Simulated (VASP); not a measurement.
Here is a VASP 6.6.1 calculation.

The input INCAR:

```
PREC = Accurate
ENCUT = 520
EDIFF = 1E-6
ISMEAR = 0
SIGMA = 0.15
LREAL = False
LASPH = True
NELM = 60
ALGO = Fast
ISIF = 2
LWAVE = False
LCHARG = False
GGA = PS
NBANDS = 14
```

File KPOINTS:

```
regular mesh
0
Gamma
  20 20 20
```

The input POSCAR:

```
TiAl
1.0
    3.1564740774      0.0000000000      0.0000000000
    0.0000000000      3.1564740774      0.0473471112
    0.0000000000      0.0473471112      3.1564740774
Ti Al
1 1
Direct
    0.0000000000      0.0000000000      0.0000000000
    0.5000000000      0.5000000000      0.5000000000
```

Potentials or basis: VASP PAW PBE potentials, release 64 (Ti_sv, Al).

Launch:

```console
$ cat potpaw_PBE.64/Ti_sv/POTCAR potpaw_PBE.64/Al/POTCAR > POTCAR
$ mpirun -np 1 vasp_std > vasp.out
```

Question: Predict the pressure.

Answer: 0.2 GPa.

Question: Estimate the band gap on the k mesh.

Answer: Zero (an odd number of electrons rules out a gap without spin polarisation).

Stress tensor (GPa, compression positive):
```
 0.28  0.00  0.00
 0.00  0.13 -2.25
 0.00 -2.25  0.13
```

Caveat: the cell differs from its parent crystal (strain +0.0300 x Voigt [0, 0, 0, 1, 0, 0]); the PAW data sets were made with another functional, which shifts forces and pressure a little.
